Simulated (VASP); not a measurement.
# OsSe (F-43m) in VASP: notebook

The runs below take OsSe through single point, with PBEsol.

Everything below comes from runs of VASP 6.6.1. Logs are shortened: lines on timing, memory, paths and dates and some standing lists are left out, and cuts for length are marked.

**1. The cell of the first run**

The structure is cubic, space group F-43m (No. 216). Conventional cell: a = 5.370 Å, b = 5.370 Å, c = 5.370 Å, α = 90.00°, β = 90.00°, γ = 90.00°. Within 3.1 Å of Os (site symmetry -43m) lie 4 Se at 2.33 Å. Se (site symmetry -43m) has 4 Os at 2.33 Å within 3.1 Å.

**2. Single point, PBEsol, collinear spin (19.36 Å³/atom)**

Input file INCAR:

```
  ALGO = Normal
  EDIFF = 1E-6
  ENCUT = 520
  GGA = PS
  ISIF = 2
  ISMEAR = 0
  ISPIN = 2
  LASPH = True
  LCHARG = False
  LMAXMIX = 4
  LORBIT = 11
  LREAL = False
  LWAVE = False
  MAGMOM = 0.05 0
  NBANDS = 18
  NELM = 150
  PREC = Accurate
  SIGMA = 0.05
```

Input file KPOINTS:

```
k-points
0
Gamma
  10 10 10
```

Input file POSCAR:

```
OsSe
1.0
    0.0000000000      2.6851410919      2.6851410919
    2.6851410919      0.0000000000      2.6851410919
    2.6851410919      2.6851410919      0.0000000000
Os Se
1 1
Direct
    0.0000000000      0.0000000000      0.0000000000
    0.2500000000      0.2500000000      0.2500000000
```

Potentials or basis: VASP PAW PBE potentials, release 64 (Os, Se).

Command:

```console
$ cat potpaw_PBE.64/Os/POTCAR potpaw_PBE.64/Se/POTCAR > POTCAR
$ mpirun -np 1 vasp_std > vasp.out
```

OUTCAR:

```text
EDIFF = 1E-6
   ENCUT = 520
   GGA = PS
   ISIF = 2
   ISMEAR = 0
   ISPIN = 2
   LASPH = True
   LORBIT = 11
   LREAL = False
   NELM = 150
   PREC = Accurate

 ion  position               nearest neighbor table
   1  0.000  0.000  0.000-   2 2.33   2 2.33   2 2.33   2 2.33
   2  0.250  0.250  0.250-   1 2.33   1 2.33   1 2.33   1 2.33

  LATTYP: Found a face centered cubic cell.
 ALAT       =     5.3702821838

  Lattice vectors:

 A1 = (   0.0000000000,   2.6851410919,   2.6851410919)
 A2 = (   2.6851410919,   0.0000000000,   2.6851410919)
 A3 = (   2.6851410919,   2.6851410919,   0.0000000000)

Analysis of symmetry for initial positions (statically):
=====================================================================
 Subroutine PRICEL returns:
 Original cell was already a primitive cell.

 Routine SETGRP: Setting up the symmetry group for a
 face centered cubic supercell.

 Subroutine GETGRP returns: Found 24 space group operations
 (whereof 24 operations were pure point group operations)
 out of a pool of 48 trial point group operations.

The static configuration has the point symmetry T_d .

Analysis of symmetry for dynamics (positions and initial velocities):
=====================================================================
 Subroutine PRICEL returns:
 Original cell was already a primitive cell.

 Routine SETGRP: Setting up the symmetry group for a
 face centered cubic supercell.

 Subroutine GETGRP returns: Found 24 space group operations
 (whereof 24 operations were pure point group operations)
 out of a pool of 48 trial point group operations.

The dynamic configuration has the point symmetry T_d .

Analysis of structural, dynamic, and magnetic symmetry:
=====================================================================
 Subroutine PRICEL returns:
 Original cell was already a primitive cell.

 Routine SETGRP: Setting up the symmetry group for a
 face centered cubic supercell.

 Subroutine GETGRP returns: Found 24 space group operations
 (whereof 24 operations were pure point group operations)
 out of a pool of 48 trial point group operations.

The overall configuration has the point symmetry T_d .

 Subroutine INISYM returns: Found 24 space group operations
 (whereof 24 operations are pure point group operations),
 and found     1 'primitive' translations

----------------------------------------------------------------------------------------

                                     Primitive cell

  volume of cell :      38.7196

  direct lattice vectors                    reciprocal lattice vectors
     0.000000000  2.685141092  2.685141092    -0.186209954  0.186209954  0.186209954
     2.685141092  0.000000000  2.685141092     0.186209954 -0.186209954  0.186209954
     2.685141092  2.685141092  0.000000000     0.186209954  0.186209954 -0.186209954

  length of vectors
     3.797362949  3.797362949  3.797362949     0.322525102  0.322525102  0.322525102

  position of ions in fractional coordinates (direct lattice)
     0.000000000  0.000000000  0.000000000
     0.250000000  0.250000000  0.250000000

  ion indices of the primitive-cell ions
   primitive index   ion index
                 1           1
                 2           2

----------------------------------------------------------------------------------------

 KPOINTS: k-points

Automatic generation of k-mesh.
 Grid dimensions read from file:
 generate k-points for:   10   10   10

 Generating k-lattice:

  Cartesian coordinates                     Fractional coordinates (reciprocal lattice)
    -0.018620995  0.018620995  0.018620995     0.100000000  0.000000000  0.000000000
     0.018620995 -0.018620995  0.018620995     0.000000000  0.100000000  0.000000000
     0.018620995  0.018620995 -0.018620995     0.000000000  0.000000000  0.100000000

  Length of vectors
     0.032252510  0.032252510  0.032252510

  Shift w.r.t. Gamma in fractional coordinates (k-lattice)
     0.000000000  0.000000000  0.000000000

 Subroutine IBZKPT returns following result:
 ===========================================

[... 54 lines left out ...]
[... 10 lines left out ...]
     17      23.7625      0.00000
     18      24.0115      0.00000

 [... further k-points ...]

 spin component 2

 k-point     1 :       0.0000    0.0000    0.0000
  band No.  band energies     occupation
      1     -10.1443      1.00000
      2      -0.2384      1.00000
      3      -0.2384      1.00000
      4      -0.2384      1.00000
      5       4.0051      1.00000
      6       4.0052      1.00000
[... 10 lines left out ...]
     17      20.0339      0.00000
     18      21.2355      0.00000

 k-point     2 :       0.1000    0.0000    0.0000
  band No.  band energies     occupation
      1     -10.0560      1.00000
      2      -0.3876      1.00000
      3      -0.1842      1.00000
      4      -0.1842      1.00000
      5       3.9662      1.00000
      6       3.9662      1.00000
[... 10 lines left out ...]
     17      20.3256      0.00000
     18      21.9544      0.00000

 k-point     3 :       0.2000    0.0000    0.0000
  band No.  band energies     occupation
      1      -9.8175      1.00000
      2      -0.7037      1.00000
      3      -0.0490      1.00000
      4      -0.0490      1.00000
      5       3.9195      1.00000
      6       3.9195      1.00000
[... 10 lines left out ...]
     17      22.0628      0.00000
     18      23.0911      0.00000

 k-point     4 :       0.3000    0.0000    0.0000
  band No.  band energies     occupation
      1      -9.5068      1.00000
      2      -0.9692      1.00000
      3       0.0982      1.00000
      4       0.0982      1.00000
      5       3.9961      1.00000
      6       3.9961      1.00000
[... 375 lines left out ...]
      4       0.2032      1.00000
      5       3.6269      1.00000
      6       4.3064      1.00000
[... 10 lines left out ...]
     17      21.5798      0.00000
     18      24.8267      0.00000

 k-point    23 :       0.3000    0.3000    0.0000
  band No.  band energies     occupation
      1      -9.2869      1.00000
      2      -1.3983      1.00000
      3       0.5351      1.00000
      4       0.5351      1.00000
      5       3.0245      1.00000
      6       4.5346      1.00000
[... 10 lines left out ...]
     17      23.8448      0.00000
     18      23.8448      0.00000

 k-point    24 :       0.4000    0.3000    0.0000
  band No.  band energies     occupation
      1      -9.0739      1.00000
      2      -1.4801      1.00000
      3       0.6514      1.00000
      4       0.7344      1.00000
      5       3.0815      1.00000
      6       4.6317      1.00000
[... 10 lines left out ...]
     17      23.7628      0.00000
     18      24.0118      0.00000

 [... further k-points ...]
[... 5 lines left out ...]
  --------------------------------------------------------------------------------------
  -------------------------------------------------------------------------------------
  Total        2.0674944      2.0674944      2.0674944      0.0000000      0.0000000      0.0000000
  in kB       85.5507042     85.5507042     85.5507042      0.0000000      0.0000000      0.0000000
  external PRESSURE =      85.5507042 kB  Pullay stress =       0.0000000 kB

 VOLUME and BASIS-vectors are now :
 -----------------------------------------------------------------------------
  energy-cutoff  :      520.00
  volume of cell :       38.72
      direct lattice vectors                 reciprocal lattice vectors
     0.000000000  2.685141092  2.685141092    -0.186209954  0.186209954  0.186209954
     2.685141092  0.000000000  2.685141092     0.186209954 -0.186209954  0.186209954
     2.685141092  2.685141092  0.000000000     0.186209954  0.186209954 -0.186209954

 POSITION                                       TOTAL-FORCE (eV/Angst)
 -----------------------------------------------------------------------------------
      0.00000      0.00000      0.00000        -0.000000      0.000000     -0.000000
      1.34257      1.34257      1.34257         0.000000      0.000000      0.000000
 -----------------------------------------------------------------------------------
    total drift:                                0.000000      0.000000      0.000000

  FREE ENERGIE OF THE ION-ELECTRON SYSTEM (eV)
  ---------------------------------------------------
  free  energy   TOTEN  =       -14.6140533183 eV

  energy  without entropy=      -14.6104608231  energy(sigma->0) =      -14.61225707

 total charge

# of ion       s       p       d       tot
------------------------------------------
    1        0.629   0.527   6.338   7.494
    2        1.420   2.367   0.231   4.018
--------------------------------------------------
tot          2.049   2.894   6.569  11.512

 magnetization (x)

# of ion       s       p       d       tot
------------------------------------------
    1        0.000   0.000   0.001   0.001
    2        0.000  -0.000   0.000   0.000
--------------------------------------------------
tot          0.000   0.000   0.001   0.001
```

Wall time 73 s (1 thread of Intel Xeon Platinum 8259CL at 2.50GHz (Skylake/Cascade Lake), shared host); peak memory 0.2 GiB.

What came out:

- Free energy: -14.6141 eV
- Pressure: 8.6 GPa
- Band gap on the k mesh: zero (filled and empty bands overlap)
- Net moment: 0.00 μB per cell
- Valence electrons inside the program's atomic spheres: Os 7.49; Se 4.02

Caveat: the cell stands under pressure; the PAW data sets were made with another functional, which shifts forces and pressure a little; spin-orbit coupling is left out, which moves the levels of the heavy elements.

**3. Single point, PBEsol, collinear spin (19.76 Å³/atom)**

This run uses another cell than the first one, of 19.76 Å³/atom.

Input file INCAR:

```
PREC     = Accurate       # precision mode
ENCUT    = 520            # plane-wave cutoff, eV
EDIFF    = 1E-7           # SCF threshold, eV
ISMEAR   = 0              # smearing method
SIGMA    = 0.05           # smearing width, eV
LREAL    = F              # projectors in reciprocal space
LASPH    = T              # aspherical terms in the spheres
NELM     = 150            # most SCF steps
ALGO     = Normal         # electronic algorithm
ISIF     = 2              # what is computed and relaxed
LWAVE    = F              # write WAVECAR
LCHARG   = T              # write CHGCAR
ISPIN    = 2              # spin polarisation
MAGMOM   = 0.05 0         # initial moments
LORBIT   = 11             # projections on sites
LMAXMIX  = 4              # l up to which the mixer works
GGA      = PS             # functional
LELF     = T              # ELF
LVHAR    = T            
NBANDS   = 18             # bands
```

Input file KPOINTS:

```
regular mesh
0
Gamma
  10 10 10
```

Input file POSCAR:

```
OsSe
1.0
    0.0000000000      2.7036598915      2.7036598915
    2.7036598915      0.0000000000      2.7036598915
    2.7036598915      2.7036598915      0.0000000000
Os Se
1 1
Direct
    0.0000000000      0.0000000000      0.0000000000
    0.2500000000      0.2500000000      0.2500000000
```

Potentials or basis: VASP PAW PBE potentials, release 64 (Os, Se).

Command:

```console
$ cat potpaw_PBE.64/Os/POTCAR potpaw_PBE.64/Se/POTCAR > POTCAR
$ mpirun -np 1 vasp_std > vasp.out
```

It took 81 s on 1 thread of Intel Xeon Platinum 8259CL at 2.50GHz (Skylake/Cascade Lake), shared host; peak memory 0.21 GiB.

The run converged. Its results:

```
Free energy                                           : -14.6472 eV
Pressure                                              : 4.6 GPa
Band gap on the k mesh                                : zero (filled and empty bands overlap)
Net moment                                            : 0.00 μB per cell
Valence electrons inside the program's atomic spheres : Os 7.43; Se 3.99
```

Levels at points of the mesh, in eV from the Fermi level:
Spin up:
| k point | band 5 | band 6 | band 7 | band 8 | band 9 | band 10 |
| --- | --- | --- | --- | --- | --- | --- |
| (0.00, 0.00, 0.00) | -1.99 | -1.99 | 0.96 | 4.20 | 4.20 | 4.20 |
| (0.50, 0.00, 0.00) | -1.65 | -1.65 | -1.54 | 1.68 | 1.68 | 3.31 |
| (0.50, 0.50, 0.00) | -2.78 | -1.63 | -1.18 | -0.45 | -0.45 | 6.08 |
Spin down:
| k point | band 4 | band 5 | band 6 | band 7 | band 8 | band 9 | band 10 | band 11 |
| --- | --- | --- | --- | --- | --- | --- | --- | --- |
| (0.00, 0.00, 0.00) | -6.18 | -1.99 | -1.99 | 0.96 | 4.20 | 4.20 | 4.20 | 7.27 |
| (0.50, 0.00, 0.00) | -5.73 | -1.65 | -1.65 | -1.54 | 1.68 | 1.68 | 3.31 | 8.94 |
| (0.50, 0.50, 0.00) | -4.79 | -2.78 | -1.63 | -1.17 | -0.45 | -0.45 | 6.08 | 6.80 |

Caveat: the cell stands under pressure; the PAW data sets were made with another functional, which shifts forces and pressure a little; spin-orbit coupling is left out, which moves the levels of the heavy elements.

**4. Single point, PBEsol, collinear spin (20.57 Å³/atom)**

This run uses another cell than the first one, of 20.57 Å³/atom.

Input file INCAR:

```
SYSTEM = OsSe
  ALGO = Normal
  EDIFF = 1E-6
  ENCUT = 520
  GGA = PS
  ISIF = 2
  ISMEAR = 0
  ISPIN = 2
  LASPH = .TRUE.
  LCHARG = .TRUE.
  LELF = .TRUE.
  LMAXMIX = 4
  LORBIT = 11
  LREAL = .FALSE.
  LVHAR = .TRUE.
  LWAVE = .FALSE.
  MAGMOM = 0.05 0
  NBANDS = 18
  NELM = 150
  PREC = Accurate
  SIGMA = 0.05
```

Input file KPOINTS:

```
k-points
0
G
  10 10 10
  0 0 0
```

Input file POSCAR:

```
OsSe
1.0
    0.0000000000      2.7399549593      2.7399549593
    2.7399549593      0.0000000000      2.7399549593
    2.7399549593      2.7399549593      0.0000000000
Os Se
1 1
Direct
    0.0000000000      0.0000000000      0.0000000000
    0.2500000000      0.2500000000      0.2500000000
```

Command:

```console
$ cat potpaw_PBE.64/Os/POTCAR potpaw_PBE.64/Se/POTCAR > POTCAR
$ mpirun -np 1 vasp_std > vasp.out
```

Run time: 75 s. Hardware: 1 thread of Intel Xeon Platinum 8259CL at 2.50GHz (Skylake/Cascade Lake), shared host; peak memory 0.22 GiB.

The run converged. Its results:

- Free energy: -14.6590 eV
- Pressure: -2.1 GPa
- Band gap on the k mesh: zero (filled and empty bands overlap)
- Net moment: 0.00 μB per cell
- Valence electrons inside the program's atomic spheres: Os 7.32; Se 3.94

Levels at points of the mesh, in eV from the Fermi level:
Spin up:
```
           k point  band 5  band 6  band 7  band 8  band 9  band 10
(0.00, 0.00, 0.00)   -1.86   -1.86    0.84    3.99    3.99     3.99
(0.50, 0.00, 0.00)   -1.55   -1.55   -1.45    1.61    1.61     3.22
(0.50, 0.50, 0.00)   -2.58   -1.56   -1.10   -0.40   -0.40     5.81
```
Spin down:
| k point | band 3 | band 4 | band 5 | band 6 | band 7 | band 8 | band 9 | band 10 | band 11 | band 12 |
| --- | --- | --- | --- | --- | --- | --- | --- | --- | --- | --- |
| (0.00, 0.00, 0.00) | -5.94 | -5.94 | -1.86 | -1.86 | 0.84 | 3.99 | 3.99 | 3.99 | 7.12 | 7.12 |
| (0.50, 0.00, 0.00) | -5.51 | -5.51 | -1.54 | -1.54 | -1.45 | 1.61 | 1.61 | 3.22 | 8.69 | 8.86 |
| (0.50, 0.50, 0.00) | -4.65 | -4.65 | -2.58 | -1.56 | -1.10 | -0.40 | -0.40 | 5.81 | 6.60 | 10.46 |

Caveat: the PAW data sets were made with another functional, which shifts forces and pressure a little; spin-orbit coupling is left out, which moves the levels of the heavy elements.

**5. Single point, PBEsol, collinear spin (20.97 Å³/atom)**

This run uses another cell than the first one, of 20.97 Å³/atom.

Input file INCAR:

```
SYSTEM = OsSe
PREC     = Accurate       ! precision mode
ENCUT    = 520            ! plane-wave cutoff, eV
EDIFF    = 1E-7           ! SCF threshold, eV
ISMEAR   = 0              ! smearing method
SIGMA    = 0.05           ! smearing width, eV
LREAL    = .False.        ! projectors in reciprocal space
LASPH    = .True.         ! aspherical terms in the spheres
NELM     = 150            ! most SCF steps
ALGO     = Normal         ! electronic algorithm
ISIF     = 2              ! what is computed and relaxed
LWAVE    = .False.        ! write WAVECAR
LCHARG   = .True.         ! write CHGCAR
ISPIN    = 2              ! spin polarisation
MAGMOM   = 0.05 0         ! initial moments
LORBIT   = 11             ! projections on sites
LMAXMIX  = 4              ! l up to which the mixer works
GGA      = PS             ! functional
LELF     = .True.         ! ELF
LVHAR    = .True.       
NBANDS   = 18             ! bands
```

Input file KPOINTS:

```
Automatic mesh
0
Gamma
  10 10 10
  0 0 0
```

Input file POSCAR:

```
OsSe
1.0
    0.0000000000      2.7577473731      2.7577473731
    2.7577473731      0.0000000000      2.7577473731
    2.7577473731      2.7577473731      0.0000000000
Os Se
1 1
Direct
    0.0000000000      0.0000000000      0.0000000000
    0.2500000000      0.2500000000      0.2500000000
```

Command:

```console
$ cat potpaw_PBE.64/Os/POTCAR potpaw_PBE.64/Se/POTCAR > POTCAR
$ mpirun -np 1 vasp_std > vasp.out
```

Wall time 95 s (1 thread of Intel Xeon Platinum 8259CL at 2.50GHz (Skylake/Cascade Lake), shared host); peak memory 0.22 GiB.

The run converged. Its results:

| Quantity | Value |
| --- | --- |
| Free energy | -14.6417 eV |
| Pressure | -4.8 GPa |
| Band gap on the k mesh | zero (filled and empty bands overlap) |
| Net moment | 0.00 μB per cell |
| Valence electrons inside the program's atomic spheres | Os 7.27; Se 3.92 |

Levels at points of the mesh, in eV from the Fermi level:
Spin up:
```csv
k point,band 4,band 5,band 6,band 7,band 8,band 9,band 10,band 11
"(0.00, 0.00, 0.00)",-5.82,-1.80,-1.80,0.79,3.89,3.89,3.89,7.06
"(0.50, 0.00, 0.00)",-5.41,-1.50,-1.50,-1.41,1.58,1.58,3.17,8.57
"(0.50, 0.50, 0.00)",-4.58,-2.49,-1.52,-1.06,-0.38,-0.38,5.69,6.50
```
Spin down:
| k point | band 4 | band 5 | band 6 | band 7 | band 8 | band 9 | band 10 | band 11 |
| --- | --- | --- | --- | --- | --- | --- | --- | --- |
| (0.00, 0.00, 0.00) | -5.82 | -1.80 | -1.80 | 0.79 | 3.89 | 3.89 | 3.89 | 7.06 |
| (0.50, 0.00, 0.00) | -5.41 | -1.50 | -1.50 | -1.41 | 1.58 | 1.58 | 3.17 | 8.57 |
| (0.50, 0.50, 0.00) | -4.58 | -2.49 | -1.52 | -1.06 | -0.38 | -0.38 | 5.69 | 6.50 |

Caveat: the cell stands under tension; the PAW data sets were made with another functional, which shifts forces and pressure a little; spin-orbit coupling is left out, which moves the levels of the heavy elements.

**6. Summary**

```tsv
cell	gap on the mesh (eV)	pressure (GPa)	moment (μB)
a = 3.797 Å, angles 60.0°, 2 atoms	none	8.6	0.00
a = 3.824 Å, angles 60.0°, 2 atoms	none	4.6	0.00
a = 3.875 Å, angles 60.0°, 2 atoms	none	-2.1	0.00
a = 3.900 Å, angles 60.0°, 2 atoms	none	-4.8	0.00
```

Alike in all rows: task single point; level PBEsol; potentials or basis VASP PAW PBE potentials, release 64 (Os, Se); spin collinear; k mesh 10 × 10 × 10; cutoff (eV) 520; smearing gaussian 0.05 eV.

Caveats: the PAW data sets were made with another functional, which shifts forces and pressure a little; spin-orbit coupling is left out, which moves the levels of the heavy elements; the cell stands under pressure (at least some runs); the cell stands under tension (at least some runs).

Total energies depend on the potentials used, so only differences within one code and one set of settings carry meaning.
